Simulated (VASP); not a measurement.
Input of a VASP 6.6.1 run:

INCAR

```
  PREC = Accurate
  ENCUT = 600
  EDIFF = 1E-6
  ISMEAR = 1
  SIGMA = 0.15
  LREAL = False
  LASPH = True
  NELM = 100
  ALGO = Normal
  ISIF = 3
  LWAVE = False
  LCHARG = False
  GGA = PE
  IBRION = 2
  NSW = 100
  EDIFFG = -0.01
```

KPOINTS

```
Automatic mesh
0
Gamma
  6 6 3
```

File POSCAR:

```
Sr
1.0
    4.3100000000      0.0000000000      0.0000000000
   -2.1550000000      3.7325694903      0.0000000000
    0.0000000000      0.0000000000      7.0500000000
Sr
2
Direct
    0.2921278633      0.5712051867      0.2596349600
    0.6127858667      0.3221728833      0.7867426600
```

Potentials or basis: VASP PAW PBE potentials, release 64 (Sr_sv).

The run is started by

```sh
$ cat potpaw_PBE.64/Sr_sv/POTCAR > POTCAR
$ mpirun -np 1 vasp_std > vasp.out
```

Predict the relaxed cell.

a = 4.367 Å, b = 4.187 Å, c = 7.120 Å, α = 89.83°, β = 90.01°, γ = 121.35°.

Predict the relaxed volume.

55.59 Å³/atom.

The path:
```csv
step,energy change (eV),largest force (eV/Å),pressure (GPa),volume (Å³)
1,0.0000,0.2754,-0.18,113.42
2,-0.0139,0.2347,-0.10,112.37
3,-0.0337,0.1471,0.16,109.66
4,-0.0347,0.1222,0.25,108.80
5,-0.0402,0.0860,0.06,110.52
6,-0.0425,0.0525,-0.15,112.60
7,-0.0452,0.0450,-0.07,111.73
8,-0.0461,0.0476,0.01,110.93
9,-0.0467,0.0417,0.01,110.94
10,-0.0477,0.0241,0.02,110.95
11,-0.0472,0.0218,0.02,110.98
12,-0.0480,0.0152,0.02,110.97
13,-0.0485,0.0109,-0.01,111.19
14,-0.0489,0.0020,-0.05,111.68
15,-0.0490,0.0031,0.04,110.81
16,-0.0490,0.0015,0.00,111.19
```
